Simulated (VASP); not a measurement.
Set up this calculation in VASP 6.6.1, as the native input.

```yaml
Task: relaxation of cell and atoms
Functional: PBEsol
Potentials_or_basis: VASP PAW PBE potentials, release 64 (Li_sv)
Cutoff: 600 eV
k_mesh: 18 × 18 × 18
Occupations: fermi-dirac, width 0.08 eV
Spin: no spin polarisation
Target_pressure: 17 GPa
Dipole_correction: no
Further_INCAR_settings: ALGO = Normal; EDIFF = 1e-06; IBRION = 2; EDIFFG = -0.005; NSW = 32; ISIF = 3
```

The structure of Li lies in POSCAR:

```
Li
1.0
   -2.1988473176      2.1988473176      1.2166481495
    2.1988473176     -2.1988473176      1.2166481495
    2.1988473176      2.1988473176     -1.2166481495
Li
2
Direct
   -0.3750000000     -0.1250000000     -0.2500000000
    0.3750000000      0.1250000000      0.2500000000
```

One way to write it, as run:

INCAR

```
PREC = Accurate
ENCUT = 600
EDIFF = 1E-6
ISMEAR = -1
SIGMA = 0.08
LREAL = F
LASPH = T
NELM = 100
ALGO = Normal
ISIF = 3
LWAVE = F
LCHARG = F
GGA = PS
IBRION = 2
NSW = 32
EDIFFG = -0.005
PSTRESS = 170.0
```

KPOINTS

```
Automatic mesh
0
Gamma
  18 18 18
```

Potentials or basis: VASP PAW PBE potentials, release 64 (Li_sv).

Launch:

```console
$ cat potpaw_PBE.64/Li_sv/POTCAR > POTCAR
$ mpirun -np 1 vasp_std > vasp.out
```

Results of the run:

```yaml
Relaxed_volume: 11.71 Å³/atom
Relaxed_cell: a = 3.334 Å, b = 3.334 Å, c = 3.334 Å, α = 97.63°, β = 97.63°, γ = 137.25°
Space_group_after_relaxing_to_0.05_Å: I4_1/amd (No. 141)
Energy_change_on_relaxing_the_enthalpy_is_what_falls: +5.4 meV/atom
Ionic_steps: 3
Pressure_after_relaxing: 17.0 GPa
Band_gap_on_the_k_mesh: zero (band 3 reaches 4.30 eV, above the bottom of band 4 at 0.90 eV)
```

Caveat: the cutoff is under 1.25 times the usual one of these potentials, so pressure, stress and relaxed cells hold a basis-set (Pulay) error; the cell is relaxed towards a set pressure, so the enthalpy falls and the energy may rise; the PAW data sets were made with another functional, which shifts forces and pressure a little.

Wall time 5.8 min on 1 thread of AMD EPYC 7R13, on a shared host, peak memory 0.18 GiB.
